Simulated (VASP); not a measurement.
# C: single point with PBE

Crystal: C.

```
C
1.0
     2.44226    0.00000    0.00000
    -1.22113    2.11506    0.00000
     0.00000    0.00000   12.04639
C
12
Direct
  0.00000 0.00000 0.18695
  0.00000 0.00000 0.68695
  0.00000 0.00000 0.31305
  0.00000 0.00000 0.81305
  0.33333 0.66667 0.52078
  0.66667 0.33333 0.02078
  0.33333 0.66667 0.97922
  0.66667 0.33333 0.47922
  0.33333 0.66667 0.64507
  0.66667 0.33333 0.14507
  0.33333 0.66667 0.85493
  0.66667 0.33333 0.35493
```

This cell differs from its parent crystal: volume scaled by 0.91, then relaxed in part.

| Quantity | Value |
| --- | --- |
| Program | VASP 6.6.1 |
| Task | single point |
| Functional | PBE |
| Potentials or basis | VASP PAW PBE potentials, release 64 (C) |
| Cutoff | 520 eV |
| k mesh | 12 × 12 × 2 |
| Occupations | gaussian, width 0.02 eV |
| Spin | no spin polarisation |

```json
{"Pressure": "49.6 GPa", "Largest force": "0.004 eV/Å", "Band gap on the k mesh": "4.68 eV, indirect (least direct gap 5.58 eV)"}
```

Forces on the atoms (eV/Å):
```
C    0.000  0.000  0.004
C    0.000  0.000  0.004
C    0.000  0.000 -0.004
C    0.000  0.000 -0.004
C    0.000  0.000  0.000
C    0.000  0.000  0.000
C    0.000  0.000  0.000
C    0.000  0.000  0.000
C    0.000  0.000 -0.001
C    0.000  0.000 -0.001
C    0.000  0.000  0.001
C    0.000  0.000  0.001
```

Levels at points of the mesh, in eV from the valence-band top:
```
           k point  band 21  band 22  band 23  band 24  band 25  band 26  band 27  band 28
(0.00, 0.00, 0.00)    -1.07    -0.20     0.00     0.00     5.58     5.58     5.75     6.76
(0.50, 0.00, 0.00)    -4.45    -4.40    -3.96    -3.17     4.82     5.42     5.48     5.84
(0.00, 0.00, 0.50)    -0.35    -0.35    -0.35    -0.35     6.01     6.01     6.01     6.01
(0.50, 0.00, 0.50)    -4.12    -4.12    -3.54    -3.54     4.99     4.99     6.11     6.11
```

Run time: 58 s on 1 thread of Intel Xeon 6975P-C, with other jobs on the host, peak memory 0.2 GiB.

 A k mesh can miss the band edges.
